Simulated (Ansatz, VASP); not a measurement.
**TiC in VASP and in Ansatz**

File INCAR:

```
  PREC = Accurate
  ENCUT = 520
  EDIFF = 1E-6
  ISMEAR = 0
  SIGMA = 0.15
  LREAL = F
  LASPH = T
  NELM = 80
  ALGO = Normal
  ISIF = 2
  LWAVE = F
  LCHARG = T
  GGA = PE
  LELF = T
  LVHAR = T
  NBANDS = 42
```

The input KPOINTS:

```
Automatic mesh
0
Gamma
  14 14 14
```

The input POSCAR:

```
TiC
1.0
    4.3329230482      0.0000000000      0.0000000000
    0.0000000000     -4.3329230482      0.0000000000
    0.0000000000      0.0000000000     -4.3329230482
Ti C
4 4
Direct
   -0.0461582165      1.0000000000      1.0000000000
    0.5000000000      0.5000000000      1.0000000000
    0.5000000000      1.0000000000      0.5000000000
    0.0000000000      0.5000000000      0.5000000000
    0.5000000000      0.0000000000      0.0000000000
    0.0000000000      0.5000000000      0.0000000000
    0.0000000000      0.0000000000      0.5000000000
    0.5000000000      0.5000000000      0.5000000000
```

Input for Ansatz:

```yaml
crystal:
  lattice:
    - [4.3329230482, 0.0, 0.0]
    - [0.0, -4.3329230482, 0.0]
    - [0.0, 0.0, -4.3329230482]
  atoms:
    - { symbol: Ti, position: [-0.0461582165, 1.0, 1.0] }
    - { symbol: Ti, position: [0.5, 0.5, 1.0] }
    - { symbol: Ti, position: [0.5, 1.0, 0.5] }
    - { symbol: Ti, position: [0.0, 0.5, 0.5] }
    - { symbol: C, position: [0.5, 0.0, 0.0] }
    - { symbol: C, position: [0.0, 0.5, 0.0] }
    - { symbol: C, position: [0.0, 0.0, 0.5] }
    - { symbol: C, position: [0.5, 0.5, 0.5] }
basis:
  ecutwfc: 420
kpoints:
  mp_grid: { grid: [14, 14, 14] }
hamiltonian:
  xc: pbe
scf:
  occupations: { method: gaussian, width: 0.15 }
output:
  forces: true
  stress: true
  eigenvalues: true
```

Alike in both runs: task single point; functional PBE; k mesh 14 × 14 × 14; occupations gaussian, width 0.15 eV; no spin polarisation.

|  | VASP | Ansatz |
| --- | --- | --- |
| version | VASP 6.6.1 | Ansatz 0.2.0 |
| potentials or method | VASP PAW PBE potentials, release 64 (Ti_sv, C), cutoff 520 eV | scalar-relativistic, plane waves, PAW |
| valence electrons in the cell | 64 | 64 |

|  | VASP | Ansatz | Ansatz less VASP |
| --- | --- | --- | --- |
| gap on the k mesh at the Fermi level (eV) | none | none | - |
| pressure (GPa) | 2.1 | 1.9 | -0.23 |
| traceless stress, the component that is largest in VASP (GPa) | 1.73 | 1.70 | -0.027 |
| rms of the force components (eV/Å) | 0.743 | 0.740 | -0.0030 |

Atom by atom the forces differ by 0.005 eV/Å (rms over components). A gap of «none» marks a metal or a gap that the smearing closes.
